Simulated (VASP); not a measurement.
# LiInPt (P-6m2) in VASP: notebook

The runs below take LiInPt through single point, with LDA.

Everything below comes from runs of VASP 6.6.1. Logs are shortened: lines on timing, memory, paths and dates and some standing lists are left out, and cuts for length are marked.

## 1. The cell of the first run

It takes space group P-6m2 (No. 187, hexagonal). The conventional cell has a = 4.440 Å, b = 4.440 Å, c = 2.921 Å, α = 90.00°, β = 90.00°, γ = 120.00°. Within 3.4 Å of Li (site symmetry -6m2) lie 3 Pt at 2.56 Å and 2 Li at 2.92 Å and 6 In at 2.95 Å. In (site symmetry -6m2) has 2 In at 2.92 Å and 6 Pt at 2.95 Å and 6 Li at 2.95 Å within 3.8 Å. Pt (site symmetry -6m2) has 3 Li at 2.56 Å and 2 Pt at 2.92 Å and 6 In at 2.95 Å within 3.4 Å.

## 2. Single point, LDA

INCAR

```
SYSTEM = LiInPt
PREC = Accurate ; ENCUT = 750
EDIFF = 1E-6 ; ISMEAR = 0
SIGMA = 0.25 ; LREAL = .FALSE.
LASPH = .TRUE. ; NELM = 120
ALGO = Normal ; ISIF = 2
LWAVE = .FALSE. ; LCHARG = .FALSE.
GGA = CA ; NBANDS = 20
GGA_COMPAT = .FALSE.
```

KPOINTS

```
Automatic mesh
0
G
  8 8 10
  0 0 0
```

POSCAR

```
LiInPt
1.0
    4.4398300000      0.0000000000      0.0000000000
   -2.2199200000      3.8450100000      0.0000000000
    0.0000000000      0.0000000000      2.9206000000
Li In Pt
1 1 1
Direct
    0.0000000000      0.0000000000      0.0000000000
    0.3333333333      0.6666666667      0.5000000000
    0.6666666667      0.3333333333      0.0000000000
```

Potentials or basis: VASP PAW LDA potentials, release 64 (Li_sv, In_d, Pt).

Run with:

```console
$ cat potpaw_LDA.64/Li_sv/POTCAR potpaw_LDA.64/In_d/POTCAR potpaw_LDA.64/Pt/POTCAR > POTCAR
$ mpirun -np 1 vasp_std > vasp.out
```

OUTCAR:

```text
SYSTEM = LiInPt
   PREC = Accurate
   ENCUT = 750
   EDIFF = 1E-6
   ISMEAR = 0
   LREAL = .FALSE.
   LASPH = .TRUE.
   NELM = 120
   ISIF = 2
   GGA = CA

 ion  position               nearest neighbor table
   1  0.000  0.000  0.000-   3 2.56   3 2.56   3 2.56   2 2.95   2 2.95   2 2.95   2 2.95   2 2.95
                             2 2.95
   2  0.333  0.667  0.500-   3 2.95   3 2.95   1 2.95   1 2.95   1 2.95   1 2.95   3 2.95   3 2.95
                             3 2.95   3 2.95   1 2.95   1 2.95
   3  0.667  0.333  0.000-   1 2.56   1 2.56   1 2.56   2 2.95   2 2.95   2 2.95   2 2.95   2 2.95
                             2 2.95

  LATTYP: Found a hexagonal cell.
 ALAT       =     4.4398300000
 C/A-ratio  =     0.6578179795

  Lattice vectors:

 A1 = (   4.4398300000,   0.0000000000,   0.0000000000)
 A2 = (  -2.2199200000,   3.8450100000,   0.0000000000)
 A3 = (   0.0000000000,   0.0000000000,   2.9206000000)

Analysis of symmetry for initial positions (statically):
=====================================================================
 Subroutine PRICEL returns:
 Original cell was already a primitive cell.

 Routine SETGRP: Setting up the symmetry group for a
 hexagonal supercell.

 Subroutine GETGRP returns: Found 12 space group operations
 (whereof 12 operations were pure point group operations)
 out of a pool of 24 trial point group operations.

The static configuration has the point symmetry D_3h.

Analysis of symmetry for dynamics (positions and initial velocities):
=====================================================================
 Subroutine PRICEL returns:
 Original cell was already a primitive cell.

 Routine SETGRP: Setting up the symmetry group for a
 hexagonal supercell.

 Subroutine GETGRP returns: Found 12 space group operations
 (whereof 12 operations were pure point group operations)
 out of a pool of 24 trial point group operations.

The dynamic configuration has the point symmetry D_3h.

 Subroutine INISYM returns: Found 12 space group operations
 (whereof 12 operations are pure point group operations),
 and found     1 'primitive' translations

----------------------------------------------------------------------------------------

                                     Primitive cell

  volume of cell :      49.8581

  direct lattice vectors                    reciprocal lattice vectors
     4.439830000  0.000000000  0.000000000     0.225233849  0.130038966  0.000000000
    -2.219920000  3.845010000  0.000000000     0.000000000  0.260077347  0.000000000
[... 83 lines left out ...]
   LSORBIT =      F    spin-orbit coupling
   LASPH  =      T    aspherical Exc in radial PAW
   ENCUT  =  750.0 eV  55.12 Ry    7.42 a.u.   9.91  9.91  6.52*2*pi/ulx,y,z
   NELM   =    120;   NELMIN=  2; NELMDL= -5     # of ELM steps
   EDIFF  = 0.1E-05   stopping-criterion for ELM
   LREAL  =      F    real-space projection
   EDIFFG = 0.1E-04   stopping-criterion for IOM
   NSW    =      0    number of steps for IOM
   IBRION =     -1    ionic relax: 0-MD 1-quasi-New 2-CG
   NFREE  =      0    steps in history (QN), initial steepest desc. (CG)
   ISIF   =      2    stress and relaxation
   ISYM   =      2    0-nonsym 1-usesym 2-fastsym
   POTIM  = 0.5000    time-step for ionic-motion
   TEBEG  =    0.0;   TEEND  =   0.0 temperature during run
   PSTRESS=    0.0 pullay stress
   NELECT =      26.0000    total number of electrons
   NUPDOWN=      -1.0000    fix difference up-down
   EMIN   =  10.00;   EMAX   =-10.00  energy-range for DOS
   EFERMI =   0.00;   METHOD = LEGACY
   ISMEAR =     0;   SIGMA  =   0.25  broadening in eV -4-tet -1-fermi 0-gaus
   EFERMI_NEDOS =   21; number of points for ismear=-14 and -15
   IALGO  =     38    algorithm
   IMIX   =      4    mixing-type and parameters
     AMIX     =   0.40;   BMIX     =  1.00
     AMIX_MAG =   1.60;   BMIX_MAG =  1.00
  volume/ion in A,a.u.               =      16.62       112.15
  Fermi-wavevector in a.u.,A,eV,Ry     =   1.317712  2.490115 23.624695  1.736366
  Thomas-Fermi vector in A             =   2.447734
   LORBIT       =      0    0 simple, 1 ext, 2 COOP (PROOUT), +10 PAW based schemes
   GGA     = CA    functional components
   LHFCALC =     F    Hartree Fock is set to
   AEXX    =    0.0000 exact exchange contribution
   IVDW    =     0    specifies the selected vdW correction
   LEPSILON=     F    determine dielectric tensor
   LRPA    =     F    only Hartree local field effects (RPA)
 non-spin polarized calculation
 Gauss-broadening in eV      SIGMA  =   0.25
  energy-cutoff  :      750.00
  volume of cell :       49.86
 maximum number of plane-waves:      2350
 NGX is ok and might be reduce to    40
   NGX = 19   NGY = 19   NGZ = 13

 number of electron      25.9999996 magnetization

 Free energy of the ion-electron system (eV)
  ---------------------------------------------------
  ext. energy  EPLUGINS =         0.00000000
  ---------------------------------------------------
  free energy    TOTEN  =       -14.37623591 eV

  energy without entropy =      -14.35352895  energy(sigma->0) =      -14.36488243

 E-fermi :   7.7662     XC(G=0): -11.3450

 val. band max:        7.6691162764   @ k =   0.2500   0.2500   0.2000
 cond. band min:       7.8140621300   @ k =   0.2500   0.1250   0.4000
 fundamental gap:      0.1449458536
 Fermi energy:         7.7662486096

 k-point     1 :       0.0000    0.0000    0.0000
  band No.  band energies     occupation
      1     -37.0830      2.00000
      2      -7.2031      2.00000
      3      -6.6998      2.00000
      4      -6.6998      2.00000
      5      -6.5221      2.00000
      6      -6.5221      2.00000
[... 541 lines left out ...]
     19      17.2260      0.00000
     20      19.6228      0.00000

 [... further k-points ...]
[... 5 lines left out ...]
  --------------------------------------------------------------------------------------
  -------------------------------------------------------------------------------------
  Total       -2.3153061     -2.3153114     -3.1156559      0.0000030      0.0000000     -0.0000000
  in kB      -74.4017402    -74.4019117   -100.1207695      0.0000968      0.0000000     -0.0000000
  external PRESSURE =     -82.9748071 kB  Pullay stress =       0.0000000 kB

 VOLUME and BASIS-vectors are now :
 -----------------------------------------------------------------------------
  energy-cutoff  :      750.00
  volume of cell :       49.86
      direct lattice vectors                 reciprocal lattice vectors
     4.439830000  0.000000000  0.000000000     0.225233849  0.130038966  0.000000000
    -2.219920000  3.845010000  0.000000000     0.000000000  0.260077347  0.000000000
     0.000000000  0.000000000  2.920600000     0.000000000  0.000000000  0.342395398

 POSITION                                       TOTAL-FORCE (eV/Angst)
 -----------------------------------------------------------------------------------
      0.00000      0.00000      0.00000         0.000000     -0.000000      0.000000
     -0.00000      2.56334      1.46030         0.000000      0.000000      0.000000
      2.21991      1.28167      0.00000        -0.000000     -0.000000      0.000000
 -----------------------------------------------------------------------------------
    total drift:                                0.000002      0.000001     -0.000000

  FREE ENERGIE OF THE ION-ELECTRON SYSTEM (eV)
  ---------------------------------------------------
  free  energy   TOTEN  =       -14.3762359075 eV

  energy  without entropy=      -14.3535289514  energy(sigma->0) =      -14.36488243
```

OSZICAR:

```text
N       E                     dE             d eps       ncg     rms          rms(c)
DAV:   1     0.223158938885E+03    0.22316E+03   -0.15216E+04  2412   0.209E+03
DAV:   2     0.541691508518E+01   -0.21774E+03   -0.20761E+03  2452   0.458E+02
DAV:   3    -0.140555323550E+02   -0.19472E+02   -0.18903E+02  2696   0.117E+02
DAV:   4    -0.149808010827E+02   -0.92527E+00   -0.91866E+00  3536   0.216E+01
DAV:   5    -0.150098187521E+02   -0.29018E-01   -0.29005E-01  3160   0.374E+00    0.765E+00
DAV:   6    -0.144919766446E+02    0.51784E+00   -0.26680E+00  2832   0.118E+01    0.288E+00
DAV:   7    -0.144038468288E+02    0.88130E-01   -0.27643E-01  3572   0.521E+00    0.172E+00
DAV:   8    -0.143781891817E+02    0.25658E-01   -0.45349E-02  3292   0.175E+00    0.437E-01
DAV:   9    -0.143764512120E+02    0.17380E-02   -0.36876E-03  3336   0.748E-01    0.237E-01
DAV:  10    -0.143762443301E+02    0.20688E-03   -0.32192E-04  2932   0.168E-01    0.645E-02
DAV:  11    -0.143762356680E+02    0.86621E-05   -0.53253E-05  3248   0.557E-02    0.264E-02
DAV:  12    -0.143762359075E+02   -0.23945E-06   -0.13494E-06  2452   0.829E-03
   1 F= -.14376236E+02 E0= -.14364882E+02  d E =-.227070E-01
```

It took 32 s on 1 thread of Intel Xeon 6975P-C (Granite Rapids), shared host; peak memory 0.25 GiB.

What came out:

```yaml
Free_energy: -14.3762 eV
Pressure: -8.3 GPa
Band_gap_on_the_k_mesh: zero (bands 13 and 14 overlap by 4.53 eV)
```

Caveat: the cell stands under tension; so wide a smearing shifts energies and pressures; spin-orbit coupling is left out, which moves the levels of the heavy elements.

## 3. Single point, LDA

INCAR

```
SYSTEM = LiInPt
PREC     = Accurate       ! precision mode
ENCUT    = 750            ! plane-wave cutoff, eV
EDIFF    = 1E-6           ! SCF threshold, eV
ISMEAR   = 0              ! smearing method
SIGMA    = 0.15           ! smearing width, eV
LREAL    = .FALSE.        ! projectors in reciprocal space
LASPH    = .TRUE.         ! aspherical terms in the spheres
NELM     = 120            ! most SCF steps
ALGO     = Normal         ! electronic algorithm
ISIF     = 2              ! what is computed and relaxed
LWAVE    = .FALSE.        ! write WAVECAR
LCHARG   = .FALSE.        ! write CHGCAR
NBANDS   = 20             ! bands
GGA_COMPAT= .FALSE.
```

KPOINTS

```
regular mesh
0
G
  8 8 10
  0 0 0
```

POSCAR is that of step 2.

Potentials or basis: VASP PAW LDA potentials, release 64 (Li_sv, In_d, Pt).

Run with:

```console
$ cat potpaw_LDA.64/Li_sv/POTCAR potpaw_LDA.64/In_d/POTCAR potpaw_LDA.64/Pt/POTCAR > POTCAR
$ mpirun -np 1 vasp_std > vasp.out
```

It took 30 s on 1 thread of Intel Xeon 6975P-C (Granite Rapids), shared host; peak memory 0.25 GiB.

The run converged. Its results:

```yaml
Free_energy: -14.3690 eV
Pressure: -8.3 GPa
Band_gap_on_the_k_mesh: zero (bands 13 and 14 overlap by 4.52 eV)
```

Stress tensor (GPa, compression positive):
```
 -7.48   0.00   0.00
  0.00  -7.48   0.00
  0.00   0.00 -10.03
```

Levels at points of the mesh, in eV from the Fermi level:
```tsv
k point	band 11	band 12	band 13	band 14	band 15	band 16
(0.00, 0.00, 0.00)	-1.65	-1.65	2.16	2.16	2.88	4.51
(0.50, 0.00, 0.00)	-2.76	-1.81	-1.64	-1.33	3.46	10.06
(0.00, 0.00, 0.50)	-2.80	-2.80	0.60	5.04	5.04	6.13
(0.50, 0.00, 0.50)	-2.30	-1.57	-0.80	1.21	2.22	4.13
```

Caveat: the cell stands under tension; spin-orbit coupling is left out, which moves the levels of the heavy elements.

## 4. Single point, LDA

INCAR

```
SYSTEM = LiInPt
PREC = Accurate
ENCUT = 750
EDIFF = 1E-6
ISMEAR = 0
SIGMA = 0.1
LREAL = .False.
LASPH = .True.
NELM = 120
ALGO = Normal
ISIF = 2
LWAVE = .False.
LCHARG = .False.
NBANDS = 20
GGA_COMPAT = .False.
```

KPOINTS

```
regular mesh
0
Gamma
  8 8 10
  0 0 0
```

POSCAR is that of step 3.

Run with:

```console
$ cat potpaw_LDA.64/Li_sv/POTCAR potpaw_LDA.64/In_d/POTCAR potpaw_LDA.64/Pt/POTCAR > POTCAR
$ mpirun -np 1 vasp_std > vasp.out
```

Run time: 34 s. Hardware: 1 thread of Intel Xeon 6975P-C (Granite Rapids), shared host; peak memory 0.25 GiB.

It converged, with:

```yaml
Free_energy: -14.3669 eV
Pressure: -8.3 GPa
Band_gap_on_the_k_mesh: zero (bands 13 and 14 overlap by 4.52 eV)
```

Stress tensor (GPa, compression positive):
```
 -7.50   0.00   0.00
  0.00  -7.50   0.00
  0.00   0.00 -10.00
```

Levels at points of the mesh, in eV from the Fermi level:
```csv
k point,band 9,band 10,band 11,band 12,band 13,band 14,band 15,band 16,band 17,band 18
"(0.00, 0.00, 0.00)",-4.03,-4.03,-1.65,-1.65,2.16,2.16,2.87,4.50,4.50,6.43
"(0.50, 0.00, 0.00)",-3.91,-2.89,-2.77,-1.82,-1.65,-1.34,3.45,10.05,10.40,10.96
"(0.00, 0.00, 0.50)",-3.61,-3.61,-2.81,-2.81,0.59,5.04,5.04,6.12,6.34,6.39
"(0.50, 0.00, 0.50)",-3.98,-2.44,-2.31,-1.58,-0.81,1.20,2.21,4.12,4.45,5.88
```

Caveat: the cell stands under tension; spin-orbit coupling is left out, which moves the levels of the heavy elements.

## 5. The runs side by side

| smearing | gap on the mesh (eV) | pressure (GPa) |
| --- | --- | --- |
| gaussian 0.25 eV | none | -8.3 |
| gaussian 0.15 eV | none | -8.3 |
| gaussian 0.1 eV | none | -8.3 |

Alike in all rows: task single point; level LDA; potentials or basis VASP PAW LDA potentials, release 64 (Li_sv, In_d, Pt); no spin polarisation; cell as given; k mesh 8 × 8 × 10; cutoff (eV) 750.

Caveats: the cell stands under tension; spin-orbit coupling is left out, which moves the levels of the heavy elements; so wide a smearing shifts energies and pressures (at least some runs).

Total energies depend on the potentials used, so only differences within one code and one set of settings carry meaning.

The gap in the log of VASP goes by the Fermi energy; the results here count the filled bands.